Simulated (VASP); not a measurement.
Crystal: GaSnH3.

```
CELL_PARAMETERS angstrom
3.89984 0.00000 0.00000
0.00000 3.89984 0.00000
0.00000 0.00000 5.59884
ATOMIC_POSITIONS crystal
Ga 0.50000 0.50000 0.50000
Sn 0.00000 0.00000 0.00000
H 0.00000 0.50000 0.50000
H 0.50000 0.00000 0.50000
H 0.00000 0.00000 0.50000
```

The cell was generated, and may not be a known phase.

```yaml
Program: VASP 6.6.1
Task: relaxation of cell and atoms
Functional: PBE
Potentials_or_basis: VASP PAW PBE potentials, release 64 (Ga_d, Sn_d, H)
Cutoff: 600 eV
k_mesh: 4 × 4 × 4
Occupations: gaussian, width 0.1 eV
Spin: no spin polarisation
```

At the start: pressure -7.4 GPa; volume 17.03 Å³/atom.

Problem. Where does the relaxation end?

Solution. Over 13 steps the energy falls by 202.9 meV/atom and the volume is 11.98 Å³/atom (-29.6 %); space group P4/mmm (No. 123, to 0.1 Å) before and after.

Step by step:
| step | energy change (eV) | largest force (eV/Å) | pressure (GPa) | volume (Å³) |
| --- | --- | --- | --- | --- |
| 1 | 0.0000 | 0.0000 | -7.44 | 85.15 |
| 2 | -0.3971 | 0.0000 | -5.65 | 75.77 |
| 3 | -0.6469 | 0.0000 | -1.66 | 66.27 |
| 4 | -0.6670 | 0.0000 | 1.02 | 62.47 |
| 5 | -0.6680 | 0.0000 | 0.34 | 63.28 |
| 6 | -0.7668 | 0.0000 | 0.57 | 62.00 |
| 7 | -0.9884 | 0.0000 | 2.34 | 57.73 |
| 8 | -0.9420 | 0.0000 | 4.18 | 55.93 |
| 9 | -0.9920 | 0.0000 | 2.72 | 57.31 |
| 10 | -1.0073 | 0.0000 | -0.71 | 60.56 |
| 11 | -1.0131 | 0.0000 | 0.42 | 59.40 |
| 12 | -1.0131 | 0.0000 | 0.30 | 59.45 |
| 13 | -1.0146 | 0.0000 | -0.11 | 59.92 |

Final structure:
```
Ga Sn H
1.0
     3.75342    0.00000    0.00000
     0.00000    3.75342    0.00000
     0.00000    0.00000    4.25335
Ga Sn H
1 1 3
Direct
  0.50000 0.50000 0.50000
  0.00000 0.00000 0.00000
  0.00000 0.50000 0.50000
  0.50000 0.00000 0.50000
  0.00000 0.00000 0.50000
```

Caveat: the k points lie up to 0.42 Å⁻¹ apart in the final cell, too coarse for converged energies and pressures of a metal; the volume moved by over 15 % at a fixed basis, so the end points are rough.
